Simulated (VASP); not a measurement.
# BeN (R3m) in VASP: further runs

BeN is run at these levels: PBE; tasks: single point, relaxation of cell and atoms.

Everything below comes from runs of VASP 6.6.1. Logs are shortened: lines on timing, memory, paths and dates and some standing lists are left out, and cuts for length are marked.

## Step 1: The cell of the first run

Symmetry: R3m, No. 160, trigonal system. The conventional cell has a = 2.647 Å, b = 2.647 Å, c = 7.485 Å, α = 90.00°, β = 90.00°, γ = 120.00°. Be (site symmetry 3m) has 4 N at 1.65 to 1.75 Å within 2.2 Å. Within 2.2 Å of N (site symmetry 3m) lie 4 Be at 1.65 to 1.75 Å.

## Step 2: Single point, PBE

The input, INCAR:

```
  ALGO = Normal
  EDIFF = 1E-7
  ENCUT = 520
  GGA = PE
  ISIF = 2
  ISMEAR = 0
  LASPH = True
  LCHARG = False
  LREAL = False
  LWAVE = False
  NBANDS = 10
  NELM = 100
  PREC = Accurate
  SIGMA = 0.1
```

The input, KPOINTS:

```
k-points
0
Gamma
  24 24 24
```

The input, POSCAR:

```
BeN
1.0
    1.3235282271      0.7641393782      2.4951047438
   -1.3235282271      0.7641393782      2.4951047438
    0.0000000000     -1.5282787564      2.4951047438
Be N
1 1
Direct
    0.0143522763      0.0143522763      0.0143522763
    0.2344043437      0.2344043437      0.2344043437
```

Potentials or basis: VASP PAW PBE potentials, release 64 (Be, N).

On the command line:

```bash
$ cat potpaw_PBE.64/Be/POTCAR potpaw_PBE.64/N/POTCAR > POTCAR
$ mpirun -np 1 vasp_std > vasp.out
```

OUTCAR:

```text
EDIFF = 1E-7
   ENCUT = 520
   GGA = PE
   ISIF = 2
   ISMEAR = 0
   LASPH = True
   LREAL = False
   NELM = 100
   PREC = Accurate

 ion  position               nearest neighbor table
   1  0.014  0.014  0.014-   2 1.65   2 1.75   2 1.75   2 1.75
   2  0.234  0.234  0.234-   1 1.65   1 1.75   1 1.75   1 1.75

  LATTYP: Found a trigonal (rhomboedric) cell.
 ALAT       =     2.9259500405
 COS(alpha) =     0.5907745841

  Lattice vectors:

 A1 = (   1.3235282271,   0.7641393782,   2.4951047438)
 A2 = (  -1.3235282271,   0.7641393782,   2.4951047438)
 A3 = (   0.0000000000,  -1.5282787564,   2.4951047438)

Analysis of symmetry for initial positions (statically):
=====================================================================
 Subroutine PRICEL returns:
 Original cell was already a primitive cell.

 Routine SETGRP: Setting up the symmetry group for a
 trigonal (rhombohedral) supercell.

 Subroutine GETGRP returns: Found  6 space group operations
 (whereof  6 operations were pure point group operations)
 out of a pool of 12 trial point group operations.

The static configuration has the point symmetry C_3v.

Analysis of symmetry for dynamics (positions and initial velocities):
=====================================================================
 Subroutine PRICEL returns:
 Original cell was already a primitive cell.

 Routine SETGRP: Setting up the symmetry group for a
 trigonal (rhombohedral) supercell.

 Subroutine GETGRP returns: Found  6 space group operations
 (whereof  6 operations were pure point group operations)
 out of a pool of 12 trial point group operations.

The dynamic configuration has the point symmetry C_3v.

 Subroutine INISYM returns: Found  6 space group operations
 (whereof  6 operations are pure point group operations),
 and found     1 'primitive' translations

----------------------------------------------------------------------------------------

                                     Primitive cell

  volume of cell :      15.1407

  direct lattice vectors                    reciprocal lattice vectors
     1.323528227  0.764139378  2.495104744     0.377778116  0.218110297  0.133594926
    -1.323528227  0.764139378  2.495104744    -0.377778116  0.218110297  0.133594926
     0.000000000 -1.528278756  2.495104744     0.000000000 -0.436220594  0.133594926

  length of vectors
     2.925950041  2.925950041  2.925950041     0.456219257  0.456219257  0.456219257

  position of ions in fractional coordinates (direct lattice)
     0.014352276  0.014352276  0.014352276
     0.234404344  0.234404344  0.234404344

  ion indices of the primitive-cell ions
   primitive index   ion index
                 1           1
                 2           2

----------------------------------------------------------------------------------------

 KPOINTS: k-points

Automatic generation of k-mesh.
 Grid dimensions read from file:
 generate k-points for:   24   24   24

 Generating k-lattice:

  Cartesian coordinates                     Fractional coordinates (reciprocal lattice)
     0.015740755  0.009087929  0.005566455     0.041666667  0.000000000  0.000000000
    -0.015740755  0.009087929  0.005566455     0.000000000  0.041666667  0.000000000
     0.000000000 -0.018175858  0.005566455     0.000000000  0.000000000  0.041666667

  Length of vectors
     0.019009136  0.019009136  0.019009136

  Shift w.r.t. Gamma in fractional coordinates (k-lattice)
     0.000000000  0.000000000  0.000000000

 Subroutine IBZKPT returns following result:
 ===========================================

 Found   1313 irreducible k-points:

 Following reciprocal coordinates:
            Coordinates               Weight
  0.000000  0.000000  0.000000      1.000000
  0.041667  0.000000  0.000000      6.000000
  0.083333  0.000000 -0.000000      6.000000
  0.125000  0.000000  0.000000      6.000000
  0.166667  0.000000 -0.000000      6.000000
  0.208333  0.000000  0.000000      6.000000
[... 16 lines left out ...]
  0.416667  0.041667  0.000000     12.000000
  0.458333  0.041667  0.000000     12.000000
 [... further k-points ...]
   k-points           NKPTS =   1313   k-points in BZ     NKDIM =   1313   number of bands    NBANDS=     10
   number of dos      NEDOS =    301   number of ions     NIONS =      2
   total plane-waves  NPLWV =  13824
   dimension x,y,z NGX =    24 NGY =   24 NGZ =   24
   dimension x,y,z NGXF=    48 NGYF=   48 NGZF=   48
   ions per type =               1   1
   NGX,Y,Z   is equivalent  to a cutoff of  13.64, 13.64, 13.64 a.u.
   NGXF,Y,Z  is equivalent  to a cutoff of  27.27, 27.27, 27.27 a.u.
 SYSTEM =  unknown system
   PREC   = accura    normal or accurate (medium, high low for compatibility)
   ISTART =      0    job   : 0-new  1-cont  2-samecut
   ICHARG =      2    charge: 1-file 2-atom 10-const
   ISPIN  =      1    spin polarized calculation?
   LNONCOLLINEAR =      F non collinear calculations
   LSORBIT =      F    spin-orbit coupling
   LASPH  =      T    aspherical Exc in radial PAW
   ENCUT  =  520.0 eV  38.22 Ry    6.18 a.u.   5.44  5.44  5.44*2*pi/ulx,y,z
   NELM   =    100;   NELMIN=  2; NELMDL= -5     # of ELM steps
   EDIFF  = 0.1E-06   stopping-criterion for ELM
   LREAL  =      F    real-space projection
   EDIFFG = 0.1E-05   stopping-criterion for IOM
   NSW    =      0    number of steps for IOM
   IBRION =     -1    ionic relax: 0-MD 1-quasi-New 2-CG
   NFREE  =      0    steps in history (QN), initial steepest desc. (CG)
   ISIF   =      2    stress and relaxation
   ISYM   =      2    0-nonsym 1-usesym 2-fastsym
   POTIM  = 0.5000    time-step for ionic-motion
   TEBEG  =    0.0;   TEEND  =   0.0 temperature during run
   PSTRESS=    0.0 pullay stress
   NELECT =       7.0000    total number of electrons
   NUPDOWN=      -1.0000    fix difference up-down
   EMIN   =  10.00;   EMAX   =-10.00  energy-range for DOS
   EFERMI =   0.00;   METHOD = LEGACY
   ISMEAR =     0;   SIGMA  =   0.10  broadening in eV -4-tet -1-fermi 0-gaus
   EFERMI_NEDOS =   21; number of points for ismear=-14 and -15
   IALGO  =     38    algorithm
   IMIX   =      4    mixing-type and parameters
     AMIX     =   0.40;   BMIX     =  1.00
     AMIX_MAG =   1.60;   BMIX_MAG =  1.00
  volume/ion in A,a.u.               =       7.57        51.09
  Fermi-wavevector in a.u.,A,eV,Ry     =   1.265879  2.392165 21.802655  1.602450
  Thomas-Fermi vector in A             =   2.399109
   LORBIT       =      0    0 simple, 1 ext, 2 COOP (PROOUT), +10 PAW based schemes
   GGA     = PE    functional components
   LHFCALC =     F    Hartree Fock is set to
   AEXX    =    0.0000 exact exchange contribution
   IVDW    =     0    specifies the selected vdW correction
   LEPSILON=     F    determine dielectric tensor
   LRPA    =     F    only Hartree local field effects (RPA)
 non-spin polarized calculation
 Gauss-broadening in eV      SIGMA  =   0.10
  energy-cutoff  :      520.00
  volume of cell :       15.14
 maximum number of plane-waves:       422
 NGX is ok and might be reduce to    24
   NGX = 11   NGY = 11   NGZ = 11

 number of electron       7.0000000 magnetization

 Free energy of the ion-electron system (eV)
  ---------------------------------------------------
  ext. energy  EPLUGINS =         0.00000000
  ---------------------------------------------------
  free energy    TOTEN  =       -12.31729914 eV

  energy without entropy =      -12.31356521  energy(sigma->0) =      -12.31543217

 E-fermi :   3.9506     XC(G=0): -11.1283

 val. band max:        3.9501311481   @ k =  -0.3333   0.2083   0.1667
 cond. band min:       3.9550446556   @ k =  -0.2083   0.2083   0.1667
 fundamental gap:      0.0049135076
 Fermi energy:         3.9506379671

 k-point     1 :       0.0000    0.0000    0.0000
  band No.  band energies     occupation
      1     -11.6904      2.00000
      2       3.4914      2.00000
      3       5.8282      0.00000
      4       5.8282      0.00000
      5      12.0928      0.00000
      6      16.9054      0.00000
      7      17.8395      0.00000
      8      17.8395      0.00000
      9      29.6353      0.00000
     10      30.5734      0.00000

 k-point     2 :       0.0417    0.0000    0.0000
  band No.  band energies     occupation
      1     -11.6575      2.00000
      2       3.4739      2.00000
      3       5.6758      0.00000
      4       5.8016      0.00000
      5      12.1355      0.00000
      6      16.9932      0.00000
      7      17.8462      0.00000
      8      17.8755      0.00000
      9      28.9185      0.00000
     10      29.7930      0.00000

 k-point     3 :       0.0833    0.0000   -0.0000
  band No.  band energies     occupation
      1     -11.5592      2.00000
      2       3.4192      2.00000
      3       5.2488      0.00000
      4       5.7251      0.00000
      5      12.2598      0.00000
      6      17.2241      0.00000
      7      17.8575      0.00000
      8      17.9804      0.00000
      9      27.8776      0.00000
     10      29.0221      0.00000

 k-point     4 :       0.1250    0.0000    0.0000
  band No.  band energies     occupation
      1     -11.3970      2.00000
      2       3.3141      2.00000
      3       4.6290      0.00000
      4       5.6069      0.00000
      5      12.4568      0.00000
      6      17.5103      0.00000
      7      17.8503      0.00000
      8      18.1484      0.00000
      9      26.9226      0.00000
     10      28.2467      0.00000
[... 222 lines left out ...]
 k-point    22 :       0.3750    0.0417    0.0000
  band No.  band energies     occupation
      1      -9.5646      2.00000
      2      -0.4963      2.00000
      3       3.0155      2.00000
      4       4.6922      0.00000
      5      14.3853      0.00000
      6      16.6577      0.00000
      7      17.7261      0.00000
      8      19.0972      0.00000
      9      25.7097      0.00000
     10      27.8030      0.00000

 k-point    23 :       0.4167    0.0417    0.0000
  band No.  band energies     occupation
      1      -9.2112      2.00000
      2      -1.1656      2.00000
      3       2.9834      2.00000
      4       4.5785      0.00000
      5      14.6816      0.00000
      6      16.4018      0.00000
      7      17.5956      0.00000
      8      19.0388      0.00000
      9      26.0133      0.00000
     10      27.9617      0.00000

 k-point    24 :       0.4583    0.0417    0.0000
  band No.  band energies     occupation
      1      -8.9342      2.00000
      2      -1.6545      2.00000
      3       2.9738      2.00000
      4       4.4970      0.00000
      5      14.9188      0.00000
      6      16.1891      0.00000
      7      17.4976      0.00000
      8      18.9619      0.00000
      9      26.2371      0.00000
     10      28.0205      0.00000

 [... further k-points ...]
[... 5 lines left out ...]
  --------------------------------------------------------------------------------------
  -------------------------------------------------------------------------------------
  Total        0.0150221      0.0150221      0.0117272      0.0000000      0.0000000      0.0000000
  in kB        1.5896276      1.5896276      1.2409641      0.0000000      0.0000000      0.0000000
  external PRESSURE =       1.4734064 kB  Pullay stress =       0.0000000 kB

 VOLUME and BASIS-vectors are now :
 -----------------------------------------------------------------------------
  energy-cutoff  :      520.00
  volume of cell :       15.14
      direct lattice vectors                 reciprocal lattice vectors
     1.323528227  0.764139378  2.495104744     0.377778116  0.218110297  0.133594926
    -1.323528227  0.764139378  2.495104744    -0.377778116  0.218110297  0.133594926
     0.000000000 -1.528278756  2.495104744     0.000000000 -0.436220594  0.133594926

 POSITION                                       TOTAL-FORCE (eV/Angst)
 -----------------------------------------------------------------------------------
      0.00000      0.00000      0.10743         0.000000     -0.000000      0.012303
      0.00000      0.00000      1.75459         0.000000      0.000000     -0.012303
 -----------------------------------------------------------------------------------
    total drift:                                0.000000     -0.000000     -0.000055

  FREE ENERGIE OF THE ION-ELECTRON SYSTEM (eV)
  ---------------------------------------------------
  free  energy   TOTEN  =       -12.3172991384 eV

  energy  without entropy=      -12.3135652100  energy(sigma->0) =      -12.31543217
```

It took 2 min on 1 thread of Intel Xeon Platinum 8259CL at 2.50GHz (Skylake/Cascade Lake), shared host; peak memory 0.31 GiB.

What came out:

| Property | Result |
| --- | --- |
| Free energy | -12.3173 eV |
| Pressure | 0.1 GPa |
| Largest force | 0.012 eV/Å |

Forces in eV/Å, atoms in the order of the input:
```
Be   0.000  0.000  0.012
N    0.000  0.000 -0.012
```

## Step 3: Relaxation of cell and atoms, PBE

The input, INCAR:

```
SYSTEM = BeN
ALGO = Normal
EDIFF = 1E-6
EDIFFG = -0.01
ENCUT = 600
GGA = PE
IBRION = 2
ISIF = 3
ISMEAR = 0
LASPH = .True.
LCHARG = .False.
LREAL = .False.
LWAVE = .False.
NELM = 100
NSW = 100
PREC = Accurate
SIGMA = 0.1
```

The input, KPOINTS:

```
k-points
0
Gamma
  24 24 24
  0 0 0
```

The input, POSCAR:

```
BeN
1.0
    1.3221077601      0.7633192712      2.4977033805
   -1.3221077601      0.7633192712      2.4977033805
    0.0000000000     -1.5266385424      2.4977033805
Be N
1 1
Direct
    0.0144141721      0.0144141721      0.0144141721
    0.2343424479      0.2343424479      0.2343424479
```

Potentials or basis: VASP PAW PBE potentials, release 64 (Be, N).

On the command line:

```bash
$ cat potpaw_PBE.64/Be/POTCAR potpaw_PBE.64/N/POTCAR > POTCAR
$ mpirun -np 1 vasp_std > vasp.out
```

Run time: 3.2 min. Hardware: 1 thread of Intel Xeon Platinum 8259CL at 2.50GHz (Skylake/Cascade Lake), shared host; peak memory 0.3 GiB.

The run converged. Its results:

- Free energy: -12.3185 eV
- Relaxed volume: 7.57 Å³/atom
- Relaxed cell: a = 2.926 Å, b = 2.926 Å, c = 2.926 Å, α = 53.77°, β = 53.77°, γ = 53.77°
- Space group after relaxing (to 0.05 Å): R3m (No. 160)
- Energy gained by relaxing: 0.0 meV/atom
- Ionic steps: 4
- Pressure after relaxing: 0.0 GPa
- Largest force after relaxing: 0.003 eV/Å

Forces on the atoms (eV/Å):
```
Be   0.000  0.000 -0.003
N    0.000  0.000  0.003
```

Final structure:
```
CELL_PARAMETERS angstrom
1.32337 0.76405 2.49562
-1.32337 0.76405 2.49562
0.00000 -1.52810 2.49562
ATOMIC_POSITIONS crystal
Be 0.01442 0.01442 0.01442
N 0.23433 0.23433 0.23433
```

Levels at points of the mesh, in eV from the Fermi level:
```
           k point  band 1  band 2  band 3  band 4  band 5  band 6  band 7
(0.00, 0.00, 0.00)  -15.65   -0.47    1.88    1.88    8.14   12.96   13.89
(0.50, 0.00, 0.00)  -12.74   -5.91   -0.94    0.60   11.04   12.70   12.93
(0.50, 0.50, 0.00)  -12.30   -4.49   -2.60   -0.89    5.81   12.88   18.02
(0.50, 0.50, 0.50)  -14.04   -6.20    1.12    1.12   13.16   13.97   15.23
```
